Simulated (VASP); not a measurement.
# Ga3P2N (P6/mmm) in VASP: a series of runs

Runs on Ga3P2N. Level: PBE. Tasks: single point.

Everything below comes from runs of VASP 6.6.1. Logs are shortened: lines on timing, memory, paths and dates and some standing lists are left out, and cuts for length are marked.

**1. The cell of the first run**

It takes space group P6/mmm (No. 191, hexagonal). The conventional cell has a = 6.174 Å, b = 6.174 Å, c = 3.525 Å, α = 90.00°, β = 90.00°, γ = 120.00°. Ga (site symmetry mmm) has 4 P at 2.51 Å and 4 Ga at 3.09 Å and 2 N at 3.09 Å within 3.3 Å. Within 3.3 Å of P (site symmetry -6m2) lie 6 Ga at 2.51 Å. N (site symmetry 6/mmm) has 6 Ga at 3.09 Å and 2 N at 3.53 Å and 12 P at 3.98 Å within 4.1 Å.

The cell was built from a structure type or drawn by symmetry, and may not be a known phase.

**2. Single point, PBE, collinear spin, ferromagnetic start**

INCAR reads:

```
SYSTEM = Ga3P2N
  PREC = Accurate
  ENCUT = 520
  EDIFF = 1E-6
  ISMEAR = 0
  SIGMA = 0.1
  LREAL = .FALSE.
  LASPH = .TRUE.
  NELM = 150
  ALGO = Normal
  ISIF = 2
  LWAVE = .FALSE.
  LCHARG = .TRUE.
  ISPIN = 2
  MAGMOM = 0 0 0 0 0 2.05
  LORBIT = 11
  GGA = PE
  LELF = .TRUE.
  LVHAR = .TRUE.
  NBANDS = 40
```

KPOINTS reads:

```
Automatic mesh
0
G
  3 3 6
  0 0 0
```

POSCAR reads:

```
Ga3P2N
1.0
    6.1739353062      0.0000000000      0.0000000000
   -3.0869676531      5.3467848165      0.0000000000
    0.0000000000      0.0000000000      3.5253234638
Ga P N
3 2 1
Direct
    0.5000000000      0.5000000000      0.5000000000
    0.5000000000      0.0000000000      0.5000000000
    0.0000000000      0.5000000000      0.5000000000
    0.6666666667      0.3333333333      0.0000000000
    0.3333333333      0.6666666667      0.0000000000
    0.0000000000      0.0000000000      0.5000000000
```

Potentials or basis: VASP PAW PBE potentials, release 64 (Ga_d, P, N).

On the command line:

```sh
cat potpaw_PBE.64/Ga_d/POTCAR potpaw_PBE.64/P/POTCAR potpaw_PBE.64/N/POTCAR > POTCAR
mpirun -np 1 vasp_std > vasp.out
```

OUTCAR:

```text
SYSTEM = Ga3P2N
   PREC = Accurate
   ENCUT = 520
   EDIFF = 1E-6
   ISMEAR = 0
   LREAL = .FALSE.
   LASPH = .TRUE.
   NELM = 150
   ISIF = 2
   ISPIN = 2
   LORBIT = 11
   GGA = PE

 ion  position               nearest neighbor table
   1  0.500  0.500  0.500-   4 2.51   5 2.51   4 2.51   5 2.51
   2  0.500  0.000  0.500-   4 2.51   5 2.51   4 2.51   5 2.51
   3  0.000  0.500  0.500-   4 2.51   5 2.51   4 2.51   5 2.51
   4  0.667  0.333  0.000-   3 2.51   3 2.51   2 2.51   2 2.51   1 2.51   1 2.51
   5  0.333  0.667  0.000-   3 2.51   3 2.51   2 2.51   2 2.51   1 2.51   1 2.51
   6  0.000  0.000  0.500-

  LATTYP: Found a hexagonal cell.
 ALAT       =     6.1739353062
 C/A-ratio  =     0.5710010373

  Lattice vectors:

 A1 = (   6.1739353062,   0.0000000000,   0.0000000000)
 A2 = (  -3.0869676531,   5.3467848165,   0.0000000000)
 A3 = (   0.0000000000,   0.0000000000,   3.5253234638)

Analysis of symmetry for initial positions (statically):
=====================================================================
 Subroutine PRICEL returns:
 Original cell was already a primitive cell.

 Routine SETGRP: Setting up the symmetry group for a
 hexagonal supercell.

 Subroutine GETGRP returns: Found 24 space group operations
 (whereof 24 operations were pure point group operations)
 out of a pool of 24 trial point group operations.

The static configuration has the point symmetry D_6h.

Analysis of symmetry for dynamics (positions and initial velocities):
=====================================================================
 Subroutine PRICEL returns:
 Original cell was already a primitive cell.

 Routine SETGRP: Setting up the symmetry group for a
 hexagonal supercell.

 Subroutine GETGRP returns: Found 24 space group operations
 (whereof 24 operations were pure point group operations)
 out of a pool of 24 trial point group operations.

The dynamic configuration has the point symmetry D_6h.

Analysis of structural, dynamic, and magnetic symmetry:
=====================================================================
 Subroutine PRICEL returns:
 Original cell was already a primitive cell.

 Routine SETGRP: Setting up the symmetry group for a
 hexagonal supercell.

 Subroutine GETGRP returns: Found 24 space group operations
 (whereof 24 operations were pure point group operations)
 out of a pool of 24 trial point group operations.

The overall configuration has the point symmetry D_6h.

 Subroutine INISYM returns: Found 24 space group operations
 (whereof 24 operations are pure point group operations),
 and found     1 'primitive' translations

----------------------------------------------------------------------------------------

                                     Primitive cell

  volume of cell :     116.3734

  direct lattice vectors                    reciprocal lattice vectors
     6.173935306  0.000000000  0.000000000     0.161971247  0.093514143  0.000000000
    -3.086967653  5.346784816  0.000000000     0.000000000  0.187028286  0.000000000
     0.000000000  0.000000000  3.525323464     0.000000000  0.000000000  0.283661914

  length of vectors
     6.173935306  6.173935306  3.525323464     0.187028286  0.187028286  0.283661914

  position of ions in fractional coordinates (direct lattice)
     0.500000000  0.500000000  0.500000000
     0.500000000  0.000000000  0.500000000
     1.000000000  0.500000000  0.500000000
     0.666666667  0.333333333  0.000000000
     0.333333333  0.666666667  0.000000000
     0.000000000  0.000000000  0.500000000

  ion indices of the primitive-cell ions
   primitive index   ion index
                 1           1
                 2           2
                 3           3
                 4           4
                 5           5
                 6           6

----------------------------------------------------------------------------------------

 KPOINTS: Automatic mesh

[... 29 lines left out ...]
  0.333333  0.333333  0.166667      4.000000
  0.000000  0.000000  0.333333      2.000000
  0.333333 -0.000000  0.333333     12.000000
  0.333333  0.333333  0.333333      4.000000
  0.000000  0.000000  0.500000      1.000000
  0.333333 -0.000000  0.500000      6.000000
  0.333333  0.333333  0.500000      2.000000
   k-points           NKPTS =     12   k-points in BZ     NKDIM =     12   number of bands    NBANDS=     40
   number of dos      NEDOS =    301   number of ions     NIONS =      6
   total plane-waves  NPLWV =  64512
   dimension x,y,z NGX =    48 NGY =   48 NGZ =   28
   dimension x,y,z NGXF=    96 NGYF=   96 NGZF=   56
   ions per type =               3   2   1
   NGX,Y,Z   is equivalent  to a cutoff of  12.92, 12.92, 13.20 a.u.
   NGXF,Y,Z  is equivalent  to a cutoff of  25.85, 25.85, 26.41 a.u.
 SYSTEM =  Ga3P2N
   PREC   = accura    normal or accurate (medium, high low for compatibility)
   ISTART =      0    job   : 0-new  1-cont  2-samecut
   ICHARG =      2    charge: 1-file 2-atom 10-const
   ISPIN  =      2    spin polarized calculation?
   LNONCOLLINEAR =      F non collinear calculations
   LSORBIT =      F    spin-orbit coupling
   LASPH  =      T    aspherical Exc in radial PAW
   ENCUT  =  520.0 eV  38.22 Ry    6.18 a.u.  11.48 11.48  6.55*2*pi/ulx,y,z
   NELM   =    150;   NELMIN=  2; NELMDL= -5     # of ELM steps
   EDIFF  = 0.1E-05   stopping-criterion for ELM
   LREAL  =      F    real-space projection
   EDIFFG = 0.1E-04   stopping-criterion for IOM
   NSW    =      0    number of steps for IOM
   IBRION =     -1    ionic relax: 0-MD 1-quasi-New 2-CG
   NFREE  =      0    steps in history (QN), initial steepest desc. (CG)
   ISIF   =      2    stress and relaxation
   ISYM   =      2    0-nonsym 1-usesym 2-fastsym
   POTIM  = 0.5000    time-step for ionic-motion
   TEBEG  =    0.0;   TEEND  =   0.0 temperature during run
   PSTRESS=    0.0 pullay stress
   NELECT =      54.0000    total number of electrons
   NUPDOWN=      -1.0000    fix difference up-down
   EMIN   =  10.00;   EMAX   =-10.00  energy-range for DOS
   EFERMI =   0.00;   METHOD = LEGACY
   ISMEAR =     0;   SIGMA  =   0.10  broadening in eV -4-tet -1-fermi 0-gaus
   EFERMI_NEDOS =   21; number of points for ismear=-14 and -15
   IALGO  =     38    algorithm
   IMIX   =      4    mixing-type and parameters
     AMIX     =   0.40;   BMIX     =  1.00
     AMIX_MAG =   1.60;   BMIX_MAG =  1.00
  volume/ion in A,a.u.               =      19.40       130.89
  Fermi-wavevector in a.u.,A,eV,Ry     =   1.267423  2.395082 21.855861  1.606360
  Thomas-Fermi vector in A             =   2.400571
   LORBIT       =     11    0 simple, 1 ext, 2 COOP (PROOUT), +10 PAW based schemes
   GGA     = PE    functional components
   LHFCALC =     F    Hartree Fock is set to
   AEXX    =    0.0000 exact exchange contribution
   IVDW    =     0    specifies the selected vdW correction
   LEPSILON=     F    determine dielectric tensor
   LRPA    =     F    only Hartree local field effects (RPA)
 spin polarized calculation
 Gauss-broadening in eV      SIGMA  =   0.10
  energy-cutoff  :      520.00
  volume of cell :      116.37
 maximum number of plane-waves:      3182
 NGX is ok and might be reduce to    48
   NGX = 23   NGY = 23   NGZ = 13

 number of electron      53.9999991 magnetization       1.9406864

 Free energy of the ion-electron system (eV)
  ---------------------------------------------------
  ext. energy  EPLUGINS =         0.00000000
  ---------------------------------------------------
  free energy    TOTEN  =       -22.76380674 eV

  energy without entropy =      -22.75644100  energy(sigma->0) =      -22.76012387

 E-fermi :   4.2486     XC(G=0):  -9.7893

 val. band max:        4.2096922766   @ k =   0.3333   0.3333   0.5000
 cond. band min:       4.2573352312   @ k =   0.3333   0.3333   0.5000
 fundamental gap:      0.0476429545
 Fermi energy:         4.2486440112

 spin component 1

 k-point     1 :       0.0000    0.0000    0.0000
  band No.  band energies     occupation
      1     -11.1442      1.00000
      2     -10.9486      1.00000
      3     -10.9327      1.00000
      4     -10.9327      1.00000
      5     -10.9022      1.00000
      6     -10.8711      1.00000
[... 493 lines left out ...]
     38      12.4567      0.00000
     39      12.4567      0.00000
 Fermi energy:         4.2486440112

 spin component 2

 k-point     1 :       0.0000    0.0000    0.0000
  band No.  band energies     occupation
      1     -11.1386      1.00000
      2     -10.9402      1.00000
      3     -10.9368      1.00000
      4     -10.9368      1.00000
      5     -10.8984      1.00000
      6     -10.8748      1.00000
[... 493 lines left out ...]
     38      12.5803      0.00000
     39      12.5803      0.00000
 [bands above 39 left out]

------------------------ aborting loop because EDIFF is reached ----------------------------------------

  FORCE on cell =-STRESS in cart. coord.  units (eV):
  Direction    XX          YY          ZZ          XY          YZ          ZX
  --------------------------------------------------------------------------------------
  -------------------------------------------------------------------------------------
  Total        0.0528091      0.0528091      0.0048926      0.0000000     -0.0000000      0.0000000
  in kB        0.7270523      0.7270523      0.0673594      0.0000000     -0.0000000      0.0000000
  external PRESSURE =       0.5071546 kB  Pullay stress =       0.0000000 kB

 VOLUME and BASIS-vectors are now :
 -----------------------------------------------------------------------------
  energy-cutoff  :      520.00
  volume of cell :      116.37
      direct lattice vectors                 reciprocal lattice vectors
     6.173935306  0.000000000  0.000000000     0.161971247  0.093514143  0.000000000
    -3.086967653  5.346784816  0.000000000     0.000000000  0.187028286  0.000000000
     0.000000000  0.000000000  3.525323464     0.000000000  0.000000000  0.283661914

 POSITION                                       TOTAL-FORCE (eV/Angst)
 -----------------------------------------------------------------------------------
      1.54348      2.67339      1.76266        -0.000000     -0.000000      0.000000
      3.08697      0.00000      1.76266        -0.000000     -0.000000      0.000000
     -1.54348      2.67339      1.76266        -0.000000     -0.000000      0.000000
      3.08697      1.78226      0.00000         0.000000      0.000000     -0.000000
     -0.00000      3.56452      0.00000        -0.000000      0.000000      0.000000
      0.00000      0.00000      1.76266        -0.000000     -0.000000      0.000000
 -----------------------------------------------------------------------------------
    total drift:                                0.000000      0.000000     -0.000000

  FREE ENERGIE OF THE ION-ELECTRON SYSTEM (eV)
  ---------------------------------------------------
  free  energy   TOTEN  =       -22.7638067399 eV

  energy  without entropy=      -22.7564409986  energy(sigma->0) =      -22.76012387

 total charge

# of ion       s       p       d       tot
------------------------------------------
    1        0.949   0.580  10.004  11.533
    2        0.949   0.580  10.004  11.533
    3        0.949   0.580  10.004  11.533
    4        1.055   1.445   0.000   2.499
    5        1.055   1.445   0.000   2.499
    6        1.336   1.991   0.000   3.328
--------------------------------------------------
tot          6.292   6.619  30.013  42.924

 magnetization (x)

# of ion       s       p       d       tot
------------------------------------------
    1        0.011  -0.016   0.001  -0.004
    2        0.011  -0.016   0.001  -0.004
    3        0.011  -0.016   0.001  -0.004
    4       -0.007   0.029   0.000   0.022
    5       -0.007   0.029   0.000   0.022
    6        0.031   1.250   0.000   1.281
--------------------------------------------------
tot          0.051   1.258   0.003   1.311
```

Run time: 1.8 min. Hardware: 1 thread of Intel Xeon Platinum 8259CL at 2.50GHz (Skylake/Cascade Lake), shared host; peak memory 0.33 GiB.

Results:

| Property | Result |
| --- | --- |
| Free energy | -22.7638 eV |
| Pressure | 0.1 GPa |
| Net moment | 1.94 μB per cell |
| Site moments | Ga -0.00; P +0.02; N +1.28 μB |
| Valence electrons inside the program's atomic spheres | Ga 11.53; P 2.50; N 3.33 |

Caveat: the k points lie up to 0.39 Å⁻¹ apart.

**3. Single point, PBE, collinear spin, ferromagnetic start**

This run uses another cell than the first one, of 19.31 Å³/atom.

INCAR reads:

```
SYSTEM = Ga3P2N
ALGO     = Normal         ! electronic algorithm
EDIFF    = 1E-7           ! SCF threshold, eV
ENCUT    = 520            ! plane-wave cutoff, eV
GGA      = PE             ! functional
ISIF     = 2              ! what is computed and relaxed
ISMEAR   = 0              ! smearing method
ISPIN    = 2              ! spin polarisation
LASPH    = .TRUE.         ! aspherical terms in the spheres
LCHARG   = .TRUE.         ! write CHGCAR
LELF     = .TRUE.         ! ELF
LORBIT   = 11             ! projections on sites
LREAL    = .FALSE.        ! projectors in reciprocal space
LVHAR    = .TRUE.       
LWAVE    = .FALSE.        ! write WAVECAR
MAGMOM   = 0 0 0 0 0 1    ! initial moments
NBANDS   = 40             ! bands
NELM     = 150            ! most SCF steps
PREC     = Accurate       ! precision mode
SIGMA    = 0.1            ! smearing width, eV
```

KPOINTS reads:

```
k-points
0
G
  6 6 4
  0 0 0
```

POSCAR reads:

```
Ga3P2N
1.0
    6.0131902362      0.0000000032      0.0000000000
   -3.0065951209      5.2075755007      0.0000000000
    0.0000000000      0.0000000000      3.6999128049
Ga P N
3 2 1
Direct
    0.5000000000      0.5000000000      0.5322641460
    0.5000000000      0.0000000000      0.5322641460
    0.0000000000      0.5000000000      0.5322641460
    0.6666666667      0.3333333333      1.0322881387
    0.3333333333      0.6666666667      1.0322881387
    0.0000000000      0.0000000000      0.5322682348
```

Potentials or basis: VASP PAW PBE potentials, release 64 (Ga_d, P, N).

On the command line:

```sh
cat potpaw_PBE.64/Ga_d/POTCAR potpaw_PBE.64/P/POTCAR potpaw_PBE.64/N/POTCAR > POTCAR
mpirun -np 1 vasp_std > vasp.out
```

Wall time 3.7 min (1 thread of Intel Xeon Platinum 8259CL at 2.50GHz (Skylake/Cascade Lake), shared host); peak memory 0.37 GiB.

It converged, with:

```yaml
Free_energy: -22.4203 eV
Pressure: 0.0 GPa
Net_moment: 2.20 μB per cell
Site_moments: Ga +0.01; P +0.06; N +1.32 μB
Valence_electrons_inside_the_program's_atomic_spheres: Ga 11.54; P 2.46; N 3.33
```

Stress tensor (GPa, compression positive):
```
 0.15  0.00  0.00
 0.00  0.15  0.00
 0.00  0.00 -0.21
```

Levels at points of the mesh, in eV from the Fermi level:
Spin up:
```csv
k point,band 24,band 25,band 26,band 27,band 28,band 29,band 30,band 31,band 32,band 33
"(0.00, 0.00, 0.00)",-1.66,-1.46,-0.96,-0.96,-0.40,1.89,3.77,3.77,4.01,4.01
"(0.50, 0.00, 0.00)",-1.90,-1.70,-1.59,-1.46,0.18,0.21,1.84,2.67,3.64,4.42
"(0.00, 0.00, 0.50)",-3.49,-2.78,-2.78,-2.52,-0.51,-0.51,1.81,1.81,4.67,5.54
"(0.50, 0.00, 0.50)",-2.02,-1.88,-1.80,-1.41,-1.16,0.11,1.20,2.41,3.30,4.78
```
Spin down:
```tsv
k point	band 23	band 24	band 25	band 26	band 27	band 28	band 29	band 30
(0.00, 0.00, 0.00)	-2.98	-1.37	-0.35	0.48	0.48	1.90	1.94	3.81
(0.50, 0.00, 0.00)	-1.54	-1.51	-0.60	-0.50	0.22	1.09	1.80	1.92
(0.00, 0.00, 0.50)	-3.50	-3.50	-1.58	-1.58	-0.37	-0.37	0.56	2.83
(0.50, 0.00, 0.50)	-2.87	-1.74	-1.04	-0.22	0.25	0.30	0.80	1.73
```

Caveat: the k points lie up to 0.42 Å⁻¹ apart.
